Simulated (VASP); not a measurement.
# Au2S3 (R-3m) in VASP: further runs

Au2S3 is run at these levels: PBE; tasks: single point.

Everything below comes from runs of VASP 6.6.1. Logs are shortened: lines on timing, memory, paths and dates and some standing lists are left out, and cuts for length are marked.

**1. The cell of the first run**

It takes space group R-3m (No. 166, trigonal). The conventional cell has a = 5.661 Å, b = 5.661 Å, c = 11.743 Å, α = 90.00°, β = 90.00°, γ = 120.00°. Within 3.4 Å of S (site symmetry 2/m) lie 4 Au at 2.55 to 2.83 Å and 4 S at 2.83 Å. Au (site symmetry -3m) has 6 S at 2.55 Å within 3.4 Å. Au (site symmetry -3m) has 6 S at 2.83 Å and 6 Au at 3.81 Å within 3.9 Å.

The cell was built from a structure type or drawn by symmetry, and may not be a known phase.

**2. Single point, PBE**

INCAR

```
PREC = Accurate
ENCUT = 500
EDIFF = 1E-6
ISMEAR = 0
SIGMA = 0.15
LREAL = False
LASPH = True
NELM = 120
ALGO = Normal
ISIF = 2
LWAVE = False
LCHARG = True
GGA = PE
LELF = True
LVHAR = True
NBANDS = 28
GGA_COMPAT = False
```

KPOINTS

```
Automatic mesh
0
Gamma
  3 3 3
```

POSCAR

```
Au2S3
1.0
    2.8303758984      1.6341182869      3.9142012079
   -2.8303758984      1.6341182869      3.9142012079
    0.0000000000     -3.2682365737      3.9142012079
S Au
3 2
Direct
    0.0000000000      0.0000000000      0.5000000000
    0.5000000000      0.0000000000      0.0000000000
    0.0000000000      0.5000000000      0.0000000000
    0.0000000000      0.0000000000      0.0000000000
    0.5000000000      0.5000000000      0.5000000000
```

Potentials or basis: VASP PAW PBE potentials, release 64 (S, Au).

Started as:

```console
cat potpaw_PBE.64/S/POTCAR potpaw_PBE.64/Au/POTCAR > POTCAR
mpirun -np 1 vasp_std > vasp.out
```

OUTCAR:

```text
PREC = Accurate
   ENCUT = 500
   EDIFF = 1E-6
   ISMEAR = 0
   LREAL = False
   LASPH = True
   NELM = 120
   ISIF = 2
   GGA = PE

 ion  position               nearest neighbor table
   1  0.000  0.000  0.500-   4 2.55   4 2.55   5 2.83   5 2.83
   2  0.500  0.000  0.000-   4 2.55   4 2.55   5 2.83   5 2.83
   3  0.000  0.500  0.000-   4 2.55   4 2.55   5 2.83   5 2.83
   4  0.000  0.000  0.000-   1 2.55   1 2.55   3 2.55   2 2.55   3 2.55   2 2.55
   5  0.500  0.500  0.500-   1 2.83   1 2.83   2 2.83   2 2.83   3 2.83   3 2.83

  LATTYP: Found a trigonal (rhomboedric) cell.
 ALAT       =     5.0992491014
 COS(alpha) =     0.3838225871

  Lattice vectors:

 A1 = (   2.8303758984,   1.6341182869,   3.9142012079)
 A2 = (  -2.8303758984,   1.6341182869,   3.9142012079)
 A3 = (   0.0000000000,  -3.2682365737,   3.9142012079)

Analysis of symmetry for initial positions (statically):
=====================================================================
 Subroutine PRICEL returns:
 Original cell was already a primitive cell.

 Routine SETGRP: Setting up the symmetry group for a
 trigonal (rhombohedral) supercell.

 Subroutine GETGRP returns: Found 12 space group operations
 (whereof 12 operations were pure point group operations)
 out of a pool of 12 trial point group operations.

The static configuration has the point symmetry D_3d.

Analysis of symmetry for dynamics (positions and initial velocities):
=====================================================================
 Subroutine PRICEL returns:
 Original cell was already a primitive cell.

 Routine SETGRP: Setting up the symmetry group for a
 trigonal (rhombohedral) supercell.

 Subroutine GETGRP returns: Found 12 space group operations
 (whereof 12 operations were pure point group operations)
 out of a pool of 12 trial point group operations.

The dynamic configuration has the point symmetry D_3d.

 Subroutine INISYM returns: Found 12 space group operations
 (whereof 12 operations are pure point group operations),
 and found     1 'primitive' translations

----------------------------------------------------------------------------------------

                                     Primitive cell

  volume of cell :     108.6231

  direct lattice vectors                    reciprocal lattice vectors
     2.830375898  1.634118287  3.914201208     0.176654981  0.101991801  0.085159989
    -2.830375898  1.634118287  3.914201208    -0.176654981  0.101991801  0.085159989
     0.000000000 -3.268236574  3.914201208     0.000000000 -0.203983601  0.085159989

  length of vectors
     5.099249101  5.099249101  5.099249101     0.221046451  0.221046451  0.221046451

  position of ions in fractional coordinates (direct lattice)
     0.000000000  0.000000000  0.500000000
     0.500000000  0.000000000  0.000000000
     0.000000000  0.500000000  0.000000000
     0.000000000  0.000000000  0.000000000
     0.500000000  0.500000000  0.500000000

  ion indices of the primitive-cell ions
   primitive index   ion index
                 1           1
                 2           2
                 3           3
                 4           4
                 5           5

----------------------------------------------------------------------------------------

 KPOINTS: Automatic mesh

Automatic generation of k-mesh.
 Grid dimensions read from file:
 generate k-points for:    3    3    3

 Generating k-lattice:

  Cartesian coordinates                     Fractional coordinates (reciprocal lattice)
     0.058884994  0.033997267  0.028386663     0.333333333 -0.000000000 -0.000000000
    -0.058884994  0.033997267  0.028386663    -0.000000000  0.333333333 -0.000000000
     0.000000000 -0.067994534  0.028386663     0.000000000  0.000000000  0.333333333

  Length of vectors
     0.073682150  0.073682150  0.073682150

  Shift w.r.t. Gamma in fractional coordinates (k-lattice)
     0.000000000  0.000000000  0.000000000

 Subroutine IBZKPT returns following result:
 ===========================================

 Found      6 irreducible k-points:

 Following reciprocal coordinates:
            Coordinates               Weight
  0.000000  0.000000  0.000000      1.000000
  0.333333 -0.000000  0.000000      6.000000
  0.333333  0.333333  0.000000      6.000000
 -0.333333  0.333333  0.000000      6.000000
  0.333333  0.333333  0.333333      2.000000
 -0.333333  0.333333  0.333333      6.000000
   k-points           NKPTS =      6   k-points in BZ     NKDIM =      6   number of bands    NBANDS=     28
   number of dos      NEDOS =    301   number of ions     NIONS =      5
   total plane-waves  NPLWV =  64000
   dimension x,y,z NGX =    40 NGY =   40 NGZ =   40
   dimension x,y,z NGXF=    80 NGYF=   80 NGZF=   80
   ions per type =               3   2
   NGX,Y,Z   is equivalent  to a cutoff of  13.04, 13.04, 13.04 a.u.
   NGXF,Y,Z  is equivalent  to a cutoff of  26.08, 26.08, 26.08 a.u.
 SYSTEM =  unknown system
   PREC   = accura    normal or accurate (medium, high low for compatibility)
   ISTART =      0    job   : 0-new  1-cont  2-samecut
   ICHARG =      2    charge: 1-file 2-atom 10-const
   ISPIN  =      1    spin polarized calculation?
   LNONCOLLINEAR =      F non collinear calculations
   LSORBIT =      F    spin-orbit coupling
   LASPH  =      T    aspherical Exc in radial PAW
   ENCUT  =  500.0 eV  36.75 Ry    6.06 a.u.   9.30  9.30  9.30*2*pi/ulx,y,z
   NELM   =    120;   NELMIN=  2; NELMDL= -5     # of ELM steps
   EDIFF  = 0.1E-05   stopping-criterion for ELM
   LREAL  =      F    real-space projection
   EDIFFG = 0.1E-04   stopping-criterion for IOM
   NSW    =      0    number of steps for IOM
   IBRION =     -1    ionic relax: 0-MD 1-quasi-New 2-CG
   NFREE  =      0    steps in history (QN), initial steepest desc. (CG)
   ISIF   =      2    stress and relaxation
   ISYM   =      2    0-nonsym 1-usesym 2-fastsym
   POTIM  = 0.5000    time-step for ionic-motion
   TEBEG  =    0.0;   TEEND  =   0.0 temperature during run
   PSTRESS=    0.0 pullay stress
   NELECT =      40.0000    total number of electrons
   NUPDOWN=      -1.0000    fix difference up-down
   EMIN   =  10.00;   EMAX   =-10.00  energy-range for DOS
   EFERMI =   0.00;   METHOD = LEGACY
   ISMEAR =     0;   SIGMA  =   0.15  broadening in eV -4-tet -1-fermi 0-gaus
   EFERMI_NEDOS =   21; number of points for ismear=-14 and -15
   IALGO  =     38    algorithm
   IMIX   =      4    mixing-type and parameters
     AMIX     =   0.40;   BMIX     =  1.00
     AMIX_MAG =   1.60;   BMIX_MAG =  1.00
  volume/ion in A,a.u.               =      21.72       146.60
  Fermi-wavevector in a.u.,A,eV,Ry     =   1.173422  2.217446 18.734117  1.376919
  Thomas-Fermi vector in A             =   2.309835
   LORBIT       =      0    0 simple, 1 ext, 2 COOP (PROOUT), +10 PAW based schemes
   GGA     = PE    functional components
   LHFCALC =     F    Hartree Fock is set to
   AEXX    =    0.0000 exact exchange contribution
   IVDW    =     0    specifies the selected vdW correction
   LEPSILON=     F    determine dielectric tensor
   LRPA    =     F    only Hartree local field effects (RPA)
 non-spin polarized calculation
 Gauss-broadening in eV      SIGMA  =   0.15
  energy-cutoff  :      500.00
  volume of cell :      108.62
 maximum number of plane-waves:      2781
 NGX is ok and might be reduce to    40
   NGX = 19   NGY = 19   NGZ = 19

 number of electron      40.0000000 magnetization

 Free energy of the ion-electron system (eV)
  ---------------------------------------------------
  ext. energy  EPLUGINS =         0.00000000
  ---------------------------------------------------
  free energy    TOTEN  =       -15.21626069 eV

  energy without entropy =      -15.15010088  energy(sigma->0) =      -15.18318078

 E-fermi :   4.8376     XC(G=0):  -9.9449

 val. band max:        4.7575754385   @ k =  -0.3333   0.3333   0.3333
 cond. band min:       4.8394111205   @ k =   0.3333  -0.0000   0.0000
 fundamental gap:      0.0818356821
 Fermi energy:         4.8376397759

 k-point     1 :       0.0000    0.0000    0.0000
  band No.  band energies     occupation
      1     -10.0077      2.00000
      2      -7.2989      2.00000
      3      -7.2989      2.00000
      4      -1.6638      2.00000
      5      -0.0316      2.00000
      6       0.0552      2.00000
[... 20 lines left out ...]
     27      12.3929      0.00000
     28      12.3929      0.00000

 k-point     2 :       0.3333   -0.0000    0.0000
  band No.  band energies     occupation
      1      -9.5285      2.00000
      2      -7.9076      2.00000
      3      -7.2916      2.00000
      4      -1.7188      2.00000
      5      -1.2007      2.00000
      6      -0.0552      2.00000
[... 20 lines left out ...]
     27      12.5929      0.00000
     28      12.6300      0.00000

 k-point     3 :       0.3333    0.3333    0.0000
  band No.  band energies     occupation
      1      -9.3647      2.00000
      2      -7.9915      2.00000
      3      -7.1314      2.00000
      4      -2.4839      2.00000
      5      -1.2552      2.00000
      6      -0.9665      2.00000
[... 20 lines left out ...]
     27      11.9377      0.00000
     28      12.4695      0.00000

 k-point     4 :      -0.3333    0.3333    0.0000
  band No.  band energies     occupation
      1      -8.8759      2.00000
      2      -8.5192      2.00000
      3      -7.3088      2.00000
      4      -1.8285      2.00000
      5      -1.4829      2.00000
      6      -0.8051      2.00000
[... 20 lines left out ...]
     27      11.7862      0.00000
     28      12.5026      0.00000

 k-point     5 :       0.3333    0.3333    0.3333
  band No.  band energies     occupation
      1      -9.6537      2.00000
      2      -7.1189      2.00000
      3      -7.1189      2.00000
      4      -3.2045      2.00000
      5      -1.4146      2.00000
      6      -1.4146      2.00000
[... 20 lines left out ...]
     27      11.3258      0.00000
     28      13.3545      0.00000

 k-point     6 :      -0.3333    0.3333    0.3333
  band No.  band energies     occupation
      1      -9.1477      2.00000
      2      -8.0442      2.00000
      3      -7.1220      2.00000
      4      -2.4903      2.00000
      5      -1.5476      2.00000
      6      -1.2805      2.00000
[... 20 lines left out ...]
     27      11.5058      0.00000
     28      12.6432      0.00000

------------------------ aborting loop because EDIFF is reached ----------------------------------------

  FORCE on cell =-STRESS in cart. coord.  units (eV):
  Direction    XX          YY          ZZ          XY          YZ          ZX
  --------------------------------------------------------------------------------------
  -------------------------------------------------------------------------------------
  Total       -0.0461674     -0.0461674     -0.3091597      0.0000000     -0.0000000      0.0000000
  in kB       -0.6809642     -0.6809642     -4.5600697      0.0000000     -0.0000000      0.0000000
  external PRESSURE =      -1.9739994 kB  Pullay stress =       0.0000000 kB

 VOLUME and BASIS-vectors are now :
 -----------------------------------------------------------------------------
  energy-cutoff  :      500.00
  volume of cell :      108.62
      direct lattice vectors                 reciprocal lattice vectors
     2.830375898  1.634118287  3.914201208     0.176654981  0.101991801  0.085159989
    -2.830375898  1.634118287  3.914201208    -0.176654981  0.101991801  0.085159989
     0.000000000 -3.268236574  3.914201208     0.000000000 -0.203983601  0.085159989

 POSITION                                       TOTAL-FORCE (eV/Angst)
 -----------------------------------------------------------------------------------
      0.00000     -1.63412      1.95710         0.000000      0.000000     -0.000000
      1.41519      0.81706      1.95710         0.000000      0.000000      0.000000
     -1.41519      0.81706      1.95710         0.000000      0.000000      0.000000
      0.00000      0.00000      0.00000         0.000000      0.000000     -0.000000
      0.00000      0.00000      5.87130        -0.000000     -0.000000      0.000000
 -----------------------------------------------------------------------------------
    total drift:                               -0.000000      0.000000      0.000000

  FREE ENERGIE OF THE ION-ELECTRON SYSTEM (eV)
  ---------------------------------------------------
  free  energy   TOTEN  =       -15.2162606881 eV

  energy  without entropy=      -15.1501008781  energy(sigma->0) =      -15.18318078
```

Wall time 21 s (1 thread of Intel Xeon Platinum 8488C (Sapphire Rapids), shared host); peak memory 0.24 GiB.

Results:

```
Free energy            : -15.2163 eV
Pressure               : -0.2 GPa
Band gap on the k mesh : zero (bands 20 and 21 overlap by 0.41 eV)
```

Stress tensor (GPa, compression positive):
```
-0.07  0.00  0.00
 0.00 -0.07  0.00
 0.00  0.00 -0.46
```

Caveat: the k points lie up to 0.46 Å⁻¹ apart; spin-orbit coupling is left out, which moves the levels of the heavy elements.

**3. Single point, PBE**

This run uses another cell than the first one, of 33.41 Å³/atom.

Edit INCAR of step 2 so:

```diff
@@ -11,6 +11,4 @@
 LWAVE = False
-LCHARG = True
+LCHARG = False
 GGA = PE
-LELF = True
-LVHAR = True
 NBANDS = 28
```

KPOINTS

```
Automatic mesh
0
Gamma
  2 2 2
```

POSCAR

```
Au2S3
1.0
    3.9221736458      2.2644680085      3.1351072815
   -3.9221736458      2.2644680085      3.1351072815
    0.0000000000     -4.5289360222      3.1351072777
S Au
3 2
Direct
    0.0000000000      0.5000000000      0.0000000000
    0.0000000000      0.0000000000      0.5000000000
    0.5000000000      0.0000000000      0.0000000000
    0.8043908226      0.8043908226      0.8043908226
    0.1956091774      0.1956091774      0.1956091774
```

Potentials or basis: VASP PAW PBE potentials, release 64 (S, Au).

Started as:

```console
cat potpaw_PBE.64/S/POTCAR potpaw_PBE.64/Au/POTCAR > POTCAR
mpirun -np 1 vasp_std > vasp.out
```

Wall time 16 s (1 thread of Intel Xeon Platinum 8488C (Sapphire Rapids), shared host); peak memory 0.23 GiB.

The run converged. Its results:

```
Free energy            : -15.2527 eV
Pressure               : -0.1 GPa
Largest force          : 0.013 eV/Å
Band gap on the k mesh : zero (bands 20 and 21 overlap by 0.36 eV)
```

Forces on the atoms (eV/Å):
```
S    0.000  0.000  0.000
S    0.000  0.000  0.000
S    0.000  0.000  0.000
Au   0.000  0.000 -0.013
Au   0.000  0.000  0.013
```

Stress tensor (GPa, compression positive):
```
-0.03  0.00  0.00
 0.00 -0.03  0.00
 0.00  0.00 -0.28
```

Levels at points of the mesh, in eV from the Fermi level:
| k point | band 17 | band 18 | band 19 | band 20 | band 21 | band 22 | band 23 | band 24 |
| --- | --- | --- | --- | --- | --- | --- | --- | --- |
| (0.00, 0.00, 0.00) | -1.12 | -0.74 | -0.38 | -0.38 | 1.29 | 1.38 | 1.38 | 3.16 |
| (0.50, 0.00, 0.00) | -0.86 | -0.86 | -0.59 | -0.40 | -0.04 | 0.37 | 3.42 | 4.96 |
| (0.50, 0.50, 0.00) | -1.68 | -0.59 | -0.50 | -0.31 | 0.25 | 0.52 | 3.73 | 5.02 |
| (0.50, 0.50, 0.50) | -2.24 | -0.56 | 0.32 | 0.32 | 1.38 | 1.38 | 1.66 | 4.97 |

Caveat: the k points lie up to 0.57 Å⁻¹ apart; spin-orbit coupling is left out, which moves the levels of the heavy elements.

**4. Single point, PBE**

This run uses another cell than the first one, of 18.14 Å³/atom.

INCAR

```
ALGO = Normal ; EDIFF = 1E-6
ENCUT = 500 ; GGA = PE
GGA_COMPAT = False ; ISIF = 2
ISMEAR = 0 ; LASPH = True
LCHARG = False ; LREAL = False
LWAVE = False ; NBANDS = 28
NELM = 120 ; PREC = Accurate
SIGMA = 0.15
```

KPOINTS

```
k-points
0
Gamma
  4 4 4
```

POSCAR

```
Au2S3
1.0
    1.8492876584      1.0676867289      7.6576540364
   -1.8492876584      1.0676867289      7.6576540364
    0.0000000000     -2.1353734533      7.6576540370
S Au
3 2
Direct
    0.0000000000      0.0000000000      0.0000000000
    0.2068089866      0.2068089866      0.2068089866
    0.7931910134      0.7931910134      0.7931910134
    0.4026693968      0.4026693968      0.4026693968
    0.5973306032      0.5973306032      0.5973306032
```

Started as:

```console
cat potpaw_PBE.64/S/POTCAR potpaw_PBE.64/Au/POTCAR > POTCAR
mpirun -np 1 vasp_std > vasp.out
```

It took 86 s on 1 thread of Intel Xeon Platinum 8488C (Sapphire Rapids), shared host; peak memory 0.46 GiB.

It converged, with:

```
Free energy            : -17.9101 eV
Pressure               : -0.2 GPa
Largest force          : 0.003 eV/Å
Band gap on the k mesh : zero (bands 20 and 21 overlap by 0.23 eV)
```

Forces on the atoms (eV/Å):
```
S    0.000  0.000  0.000
S    0.000  0.000  0.000
S    0.000  0.000  0.000
Au   0.000  0.000  0.003
Au   0.000  0.000 -0.003
```

Levels at points of the mesh, in eV from the Fermi level:
```tsv
k point	band 18	band 19	band 20	band 21	band 22	band 23
(0.00, 0.00, 0.00)	-1.01	-1.01	-0.46	1.30	1.30	2.35
(0.50, 0.00, 0.00)	-1.91	-1.82	-1.18	0.41	1.43	1.61
(0.50, 0.50, 0.00)	-2.94	-1.94	-0.25	0.17	1.04	2.10
(0.50, 0.50, 0.50)	-1.78	0.29	0.29	0.33	0.33	3.16
```

Caveat: the k points lie up to 0.50 Å⁻¹ apart; spin-orbit coupling is left out, which moves the levels of the heavy elements.

**5. Overview**

| cell | k mesh | gap on the mesh (eV) | pressure (GPa) |
| --- | --- | --- | --- |
| a = 5.099 Å, angles 67.4°, 5 atoms, atomic positions A | 3 × 3 × 3 | none | -0.2 |
| a = 5.508 Å, angles 90.8°, 5 atoms, atomic positions B | 2 × 2 × 2 | none | -0.1 |
| a = 7.950 Å, angles 26.9°, 5 atoms, atomic positions C | 4 × 4 × 4 | none | -0.2 |

Alike in all rows: task single point; level PBE; potentials or basis VASP PAW PBE potentials, release 64 (S, Au); no spin polarisation; cutoff (eV) 500; smearing gaussian 0.15 eV.

Caveats: all runs use coarse meshes; spin-orbit coupling is left out, which moves the levels of the heavy elements.

Absolute energies hang on the potentials; compare differences alone.
